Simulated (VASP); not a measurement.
# TaC2 (I4/mmm) in VASP: single point with PBE

Aim: the single point of TaC2 with PBE.

Program: VASP 6.6.1. These are calculated values, not measurements. Logs are shortened: lines on timing, memory, paths and dates and some standing lists are left out, and cuts for length are marked.

## (1) The cell of the first run

The structure is tetragonal, space group I4/mmm (No. 139). Conventional cell: a = 3.157 Å, b = 3.157 Å, c = 5.960 Å, α = 90.00°, β = 90.00°, γ = 90.00°. Ta (site symmetry 4/mmm) has 10 C at 2.29 to 2.34 Å within 3.0 Å. Within 1.9 Å of C (site symmetry 4mm) lie 1 C at 1.39 Å.

The cell was generated, and may not be a known phase.

## (2) Single point, PBE

INCAR

```
ALGO = Normal
EDIFF = 1E-6
ENCUT = 1300
GGA = PE
GGA_COMPAT = False
ISIF = 2
ISMEAR = 0
LASPH = True
LCHARG = False
LREAL = False
LWAVE = False
NBANDS = 18
NELM = 120
PREC = Accurate
SIGMA = 0.1
```

KPOINTS

```
k-points
0
Gamma
  6 6 6
```

POSCAR

```
TaC2
1.0
   -1.5787468135      1.5787468135      2.9801391368
    1.5787468135     -1.5787468135      2.9801391368
    1.5787468135      1.5787468135     -2.9801391368
Ta C
1 2
Direct
    0.0000000000      0.0000000000      0.0000000000
    0.3834611489      0.3834611489      0.0000000000
    0.6165388511      0.6165388511      0.0000000000
```

Potentials or basis: VASP PAW PBE potentials, release 64 (Ta_sv_GW, C_h).

Command:

```
cat potpaw_PBE.64/Ta_sv_GW/POTCAR potpaw_PBE.64/C_h/POTCAR > POTCAR
mpirun -np 1 vasp_std > vasp.out
```

OUTCAR:

```text
EDIFF = 1E-6
   ENCUT = 1300
   GGA = PE
   ISIF = 2
   ISMEAR = 0
   LASPH = True
   LREAL = False
   NELM = 120
   PREC = Accurate

 ion  position               nearest neighbor table
   1  0.000  0.000  0.000-   2 2.29   3 2.29   3 2.34   2 2.34   3 2.34   3 2.34   3 2.34   2 2.34
                             2 2.34   2 2.34
   2  0.383  0.383  0.000-   3 1.39   1 2.29   1 2.34   1 2.34   1 2.34   1 2.34
   3  0.617  0.617  0.000-   2 1.39   1 2.29   1 2.34   1 2.34   1 2.34   1 2.34

  LATTYP: Found a body centered tetragonal cell.
 ALAT       =     3.1574936270
 C/A-ratio  =     1.8876612205

  Lattice vectors:

 A1 = (  -1.5787468135,   1.5787468135,   2.9801391368)
 A2 = (   1.5787468135,  -1.5787468135,   2.9801391368)
 A3 = (   1.5787468135,   1.5787468135,  -2.9801391368)

Analysis of symmetry for initial positions (statically):
=====================================================================
 Subroutine PRICEL returns:
 Original cell was already a primitive cell.

 Routine SETGRP: Setting up the symmetry group for a
 body centered tetragonal supercell.

 Subroutine GETGRP returns: Found 16 space group operations
 (whereof 16 operations were pure point group operations)
 out of a pool of 16 trial point group operations.

The static configuration has the point symmetry D_4h.

Analysis of symmetry for dynamics (positions and initial velocities):
=====================================================================
 Subroutine PRICEL returns:
 Original cell was already a primitive cell.

 Routine SETGRP: Setting up the symmetry group for a
 body centered tetragonal supercell.

 Subroutine GETGRP returns: Found 16 space group operations
 (whereof 16 operations were pure point group operations)
 out of a pool of 16 trial point group operations.

The dynamic configuration has the point symmetry D_4h.

 Subroutine INISYM returns: Found 16 space group operations
 (whereof 16 operations are pure point group operations),
 and found     1 'primitive' translations

----------------------------------------------------------------------------------------

                                     Primitive cell

  volume of cell :      29.7113

  direct lattice vectors                    reciprocal lattice vectors
    -1.578746814  1.578746814  2.980139137     0.000000000  0.316706894  0.167777401
     1.578746814 -1.578746814  2.980139137     0.316706894  0.000000000  0.167777401
     1.578746814  1.578746814 -2.980139137     0.316706894  0.316706894  0.000000000

  length of vectors
     3.723722906  3.723722906  3.723722906     0.358402725  0.358402725  0.447891185

  position of ions in fractional coordinates (direct lattice)
     0.000000000  0.000000000  0.000000000
     0.383461149  0.383461149  0.000000000
     0.616538851  0.616538851  0.000000000

  ion indices of the primitive-cell ions
   primitive index   ion index
                 1           1
                 2           2
                 3           3

----------------------------------------------------------------------------------------

 KPOINTS: k-points

Automatic generation of k-mesh.
 Grid dimensions read from file:
 generate k-points for:    6    6    6

 Generating k-lattice:

  Cartesian coordinates                     Fractional coordinates (reciprocal lattice)
     0.000000000  0.052784482  0.027962900     0.166666667  0.000000000  0.000000000
     0.052784482  0.000000000  0.027962900     0.000000000  0.166666667  0.000000000
     0.052784482  0.052784482  0.000000000     0.000000000  0.000000000  0.166666667

  Length of vectors
     0.059733787  0.059733787  0.074648531

  Shift w.r.t. Gamma in fractional coordinates (k-lattice)
     0.000000000  0.000000000  0.000000000

 Subroutine IBZKPT returns following result:
 ===========================================

 Found     30 irreducible k-points:

 Following reciprocal coordinates:
            Coordinates               Weight
  0.000000  0.000000  0.000000      1.000000
  0.166667 -0.000000  0.000000      8.000000
  0.333333  0.000000 -0.000000      8.000000
  0.500000  0.000000 -0.000000      4.000000
  0.166667  0.166667  0.000000      8.000000
  0.333333  0.166667 -0.000000     16.000000
[... 16 lines left out ...]
 -0.333333 -0.333333  0.166667      8.000000
 -0.166667 -0.333333  0.166667      8.000000
 [... further k-points ...]
   k-points           NKPTS =     30   k-points in BZ     NKDIM =     30   number of bands    NBANDS=     18
   number of dos      NEDOS =    301   number of ions     NIONS =      3
   total plane-waves  NPLWV = 110592
   dimension x,y,z NGX =    48 NGY =   48 NGZ =   48
   dimension x,y,z NGXF=    96 NGYF=   96 NGZF=   96
   ions per type =               1   2
   NGX,Y,Z   is equivalent  to a cutoff of  21.43, 21.43, 21.43 a.u.
   NGXF,Y,Z  is equivalent  to a cutoff of  42.86, 42.86, 42.86 a.u.
 SYSTEM =  unknown system
   PREC   = accura    normal or accurate (medium, high low for compatibility)
   ISTART =      0    job   : 0-new  1-cont  2-samecut
   ICHARG =      2    charge: 1-file 2-atom 10-const
   ISPIN  =      1    spin polarized calculation?
   LNONCOLLINEAR =      F non collinear calculations
   LSORBIT =      F    spin-orbit coupling
   LASPH  =      T    aspherical Exc in radial PAW
   ENCUT  = 1300.0 eV  95.55 Ry    9.77 a.u.  10.95 10.95 10.95*2*pi/ulx,y,z
   NELM   =    120;   NELMIN=  2; NELMDL= -5     # of ELM steps
   EDIFF  = 0.1E-05   stopping-criterion for ELM
   LREAL  =      F    real-space projection
[... 7 lines left out ...]
   TEBEG  =    0.0;   TEEND  =   0.0 temperature during run
   PSTRESS=    0.0 pullay stress
   NELECT =      21.0000    total number of electrons
   NUPDOWN=      -1.0000    fix difference up-down
   EMIN   =  10.00;   EMAX   =-10.00  energy-range for DOS
   EFERMI =   0.00;   METHOD = LEGACY
   ISMEAR =     0;   SIGMA  =   0.10  broadening in eV -4-tet -1-fermi 0-gaus
   EFERMI_NEDOS =   21; number of points for ismear=-14 and -15
   IALGO  =     38    algorithm
   IMIX   =      4    mixing-type and parameters
     AMIX     =   0.40;   BMIX     =  1.00
     AMIX_MAG =   1.60;   BMIX_MAG =  1.00
  volume/ion in A,a.u.               =       9.90        66.83
  Fermi-wavevector in a.u.,A,eV,Ry     =   1.458279  2.755749 28.933864  2.126579
  Thomas-Fermi vector in A             =   2.574982
   LORBIT       =      0    0 simple, 1 ext, 2 COOP (PROOUT), +10 PAW based schemes
   GGA     = PE    functional components
   LHFCALC =     F    Hartree Fock is set to
   AEXX    =    0.0000 exact exchange contribution
   IVDW    =     0    specifies the selected vdW correction
   LEPSILON=     F    determine dielectric tensor
   LRPA    =     F    only Hartree local field effects (RPA)
 non-spin polarized calculation
 Gauss-broadening in eV      SIGMA  =   0.10
  energy-cutoff  :     1300.00
  volume of cell :       29.71
 maximum number of plane-waves:      3214
 NGX is ok and might be reduce to    48
   NGX = 21   NGY = 21   NGZ = 21

 number of electron      21.0000000 magnetization

 Free energy of the ion-electron system (eV)
  ---------------------------------------------------
  ext. energy  EPLUGINS =         0.00000000
  ---------------------------------------------------
  free energy    TOTEN  =       -31.13174762 eV

  energy without entropy =      -31.12773809  energy(sigma->0) =      -31.12974285

 E-fermi :  11.4462     XC(G=0): -13.1509

 val. band max:       11.3952202010   @ k =  -0.3333  -0.3333   0.1667
 cond. band min:      11.4872122289   @ k =   0.3333   0.0000  -0.0000
 fundamental gap:      0.0919920279
 Fermi energy:        11.4461926475

 k-point     1 :       0.0000    0.0000    0.0000
  band No.  band energies     occupation
      1     -57.5663      2.00000
      2     -23.9610      2.00000
      3     -23.9610      2.00000
      4     -23.8000      2.00000
      5      -6.2122      2.00000
      6       3.2257      2.00000
[... 10 lines left out ...]
     17      19.9831      0.00000
     18      20.4783      0.00000

 k-point     2 :       0.1667   -0.0000    0.0000
  band No.  band energies     occupation
      1     -57.5618      2.00000
      2     -24.0677      2.00000
      3     -23.9527      2.00000
      4     -23.8120      2.00000
      5      -5.7601      2.00000
      6       2.9297      2.00000
[... 10 lines left out ...]
     17      20.8126      0.00000
     18      21.5516      0.00000

 k-point     3 :       0.3333    0.0000   -0.0000
  band No.  band energies     occupation
      1     -57.5529      2.00000
      2     -24.2760      2.00000
      3     -23.9360      2.00000
      4     -23.8338      2.00000
      5      -4.6946      2.00000
      6       1.8526      2.00000
[... 10 lines left out ...]
     17      20.3285      0.00000
     18      23.9341      0.00000

 k-point     4 :       0.5000    0.0000   -0.0000
  band No.  band energies     occupation
      1     -57.5484      2.00000
      2     -24.3772      2.00000
      3     -23.9277      2.00000
      4     -23.8444      2.00000
      5      -4.0052      2.00000
      6       1.0690      2.00000
[... 10 lines left out ...]
     17      19.2411      0.00000
     18      23.7354      0.00000

 k-point     5 :       0.1667    0.1667    0.0000
  band No.  band energies     occupation
      1     -57.5570      2.00000
      2     -24.0737      2.00000
      3     -24.0465      2.00000
      4     -23.8329      2.00000
      5      -5.3080      2.00000
      6       2.2431      2.00000
[... 10 lines left out ...]
     17      19.9198      0.00000
     18      23.1627      0.00000

 k-point     6 :       0.3333    0.1667   -0.0000
  band No.  band energies     occupation
      1     -57.5485      2.00000
      2     -24.2616      2.00000
      3     -24.0352      2.00000
      4     -23.8455      2.00000
      5      -4.5479      2.00000
      6       1.6628      2.00000
[... 10 lines left out ...]
     17      21.4009      0.00000
     18      23.4758      0.00000

 k-point     7 :       0.5000    0.1667    0.0000
  band No.  band energies     occupation
      1     -57.5447      2.00000
      2     -24.3544      2.00000
      3     -24.0198      2.00000
      4     -23.8376      2.00000
      5      -4.2670      2.00000
      6       1.6946      2.00000
[... 10 lines left out ...]
     17      21.1810      0.00000
     18      21.8558      0.00000

 k-point     8 :      -0.3333    0.1667    0.0000
  band No.  band energies     occupation
      1     -57.5495      2.00000
      2     -24.2540      2.00000
      3     -24.0275      2.00000
      4     -23.8160      2.00000
      5      -4.7964      2.00000
      6       2.5940      2.00000
[... 10 lines left out ...]
     17      22.1812      0.00000
     18      22.8008      0.00000
[... 229 lines left out ...]
     17      19.0014      0.00000
     18      24.0273      0.00000

 k-point    20 :       0.5000    0.5000    0.1667
  band No.  band energies     occupation
      1     -57.5403      2.00000
      2     -24.2352      2.00000
      3     -24.2104      2.00000
      4     -23.8543      2.00000
      5      -4.5775      2.00000
      6       2.7420      2.00000
[... 10 lines left out ...]
     17      21.8210      0.00000
     18      21.9973      0.00000

 k-point    21 :      -0.3333    0.5000    0.1667
  band No.  band energies     occupation
      1     -57.5474      2.00000
      2     -24.2635      2.00000
      3     -24.0408      2.00000
      4     -23.8831      2.00000
      5      -4.3781      2.00000
      6       1.9247      2.00000
[... 10 lines left out ...]
     17      20.6631      0.00000
     18      22.9738      0.00000

 k-point    22 :      -0.1667    0.5000    0.1667
  band No.  band energies     occupation
      1     -57.5515      2.00000
      2     -24.2836      2.00000
      3     -23.9440      2.00000
      4     -23.8784      2.00000
      5      -4.3872      2.00000
      6       1.4489      2.00000
[... 10 lines left out ...]
     17      19.1336      0.00000
     18      23.6268      0.00000

 k-point    23 :      -0.3333   -0.3333    0.1667
  band No.  band energies     occupation
      1     -57.5550      2.00000
      2     -24.0795      2.00000
      3     -24.0650      2.00000
      4     -23.8987      2.00000
      5      -4.9202      2.00000
      6       1.6068      2.00000
[... 10 lines left out ...]
     17      18.7956      0.00000
     18      23.8007      0.00000

 k-point    24 :      -0.1667   -0.3333    0.1667
  band No.  band energies     occupation
      1     -57.5598      2.00000
      2     -24.0825      2.00000
      3     -23.9646      2.00000
      4     -23.8763      2.00000
      5      -5.3718      2.00000
      6       1.7715      2.00000
[... 10 lines left out ...]
     17      18.2251      0.00000
     18      23.1045      0.00000

 [... further k-points ...]
[... 5 lines left out ...]
  --------------------------------------------------------------------------------------
  -------------------------------------------------------------------------------------
  Total       -0.0410284     -0.0410284     -0.0773959      0.0000000      0.0000000     -0.0000000
  in kB       -2.2124489     -2.2124489     -4.1735646      0.0000000      0.0000000     -0.0000000
  external PRESSURE =      -2.8661542 kB  Pullay stress =       0.0000000 kB

 VOLUME and BASIS-vectors are now :
 -----------------------------------------------------------------------------
  energy-cutoff  :     1300.00
  volume of cell :       29.71
      direct lattice vectors                 reciprocal lattice vectors
    -1.578746814  1.578746814  2.980139137     0.000000000  0.316706894  0.167777401
     1.578746814 -1.578746814  2.980139137     0.316706894  0.000000000  0.167777401
     1.578746814  1.578746814 -2.980139137     0.316706894  0.316706894  0.000000000

 POSITION                                       TOTAL-FORCE (eV/Angst)
 -----------------------------------------------------------------------------------
      0.00000      0.00000      0.00000        -0.000000     -0.000000      0.000000
      0.00000      0.00000      2.28554         0.000000      0.000000     -0.014043
      0.00000      0.00000      3.67474        -0.000000     -0.000000      0.014043
 -----------------------------------------------------------------------------------
    total drift:                                0.000000      0.000000      0.000000

  FREE ENERGIE OF THE ION-ELECTRON SYSTEM (eV)
  ---------------------------------------------------
  free  energy   TOTEN  =       -31.1317476157 eV

  energy  without entropy=      -31.1277380914  energy(sigma->0) =      -31.12974285
```

Run time: 80 s. Hardware: 1 thread of Intel Xeon Platinum 8488C (Sapphire Rapids), shared host; peak memory 0.39 GiB.

Results:

```
Free energy            : -31.1317 eV
Pressure               : -0.3 GPa
Largest force          : 0.014 eV/Å
Band gap on the k mesh : zero (an odd number of electrons rules out a gap without spin polarisation)
```

Forces in eV/Å, atoms in the order of the input:
```
Ta   0.000  0.000  0.000
C    0.000  0.000 -0.014
C    0.000  0.000  0.014
```

Caveat: the k points lie up to 0.38 Å⁻¹ apart, too coarse for converged energies and pressures of a metal; spin-orbit coupling is left out, which moves the levels of the heavy elements; an odd number of electrons without spin polarisation forces a metal; a magnetic or distorted state may lie lower.

The gap in the log of VASP goes by the Fermi energy; the results here count the filled bands.